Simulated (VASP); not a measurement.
**CaF: single point with PBE**

Crystal: CaF.

```
Ca F
1.0
     0.00000    2.64057    2.64057
     2.64057    0.00000    2.64057
     2.64057    2.64057    0.00000
Ca F
1 1
Direct
  0.00000 0.00000 0.00000
  0.50000 0.50000 0.50000
```

The cell was built from a structure type or drawn by symmetry, and may not be a known phase.

```
Program                : VASP 6.6.1
Task                   : single point
Functional             : PBE
Potentials or basis    : VASP PAW PBE potentials, release 64 (Ca_sv, F)
Cutoff                 : 600 eV
k mesh                 : 6 × 6 × 6
Occupations            : gaussian, width 0.1 eV
Spin                   : collinear spin
Starting moments       : [0.0, 1.0] μB
Dipole correction      : no
Further INCAR settings : ALGO = Normal; EDIFF = 1e-06; NBANDS = 20
```

```json
{"Pressure": "0.2 GPa", "Net moment": "0.00 μB per cell", "Valence electrons inside the program's atomic spheres": "Ca 8.15; F 6.05"}
```

Levels at points of the mesh, in eV from the Fermi level:
Spin up:
```
           k point  band 5  band 6  band 7  band 8  band 9  band 10  band 11  band 12  band 13  band 14
(0.00, 0.00, 0.00)  -23.66   -7.48   -7.48   -7.48   -2.85     1.30     1.30     1.30     2.51     2.51
(0.50, 0.00, 0.00)  -23.60   -8.51   -7.84   -7.84    0.21     1.38     2.42     2.42     3.86     3.86
(0.50, 0.50, 0.00)  -23.75   -8.07   -7.66   -7.66   -0.78     1.23     2.81     3.35     3.70     3.70
```
Spin down:
```tsv
k point	band 6	band 7	band 8	band 9	band 10	band 11	band 12	band 13
(0.00, 0.00, 0.00)	-7.48	-7.48	-7.48	-2.85	1.30	1.30	1.30	2.51
(0.50, 0.00, 0.00)	-8.51	-7.84	-7.84	0.21	1.38	2.42	2.42	3.86
(0.50, 0.50, 0.00)	-8.07	-7.66	-7.66	-0.78	1.23	2.81	3.35	3.70
```

Run time: 33 s on 1 thread of Intel(R) Xeon(R) Platinum 8375C CPU @ 2.90GHz (Ice Lake) (shared host), peak memory 0.19 GiB.
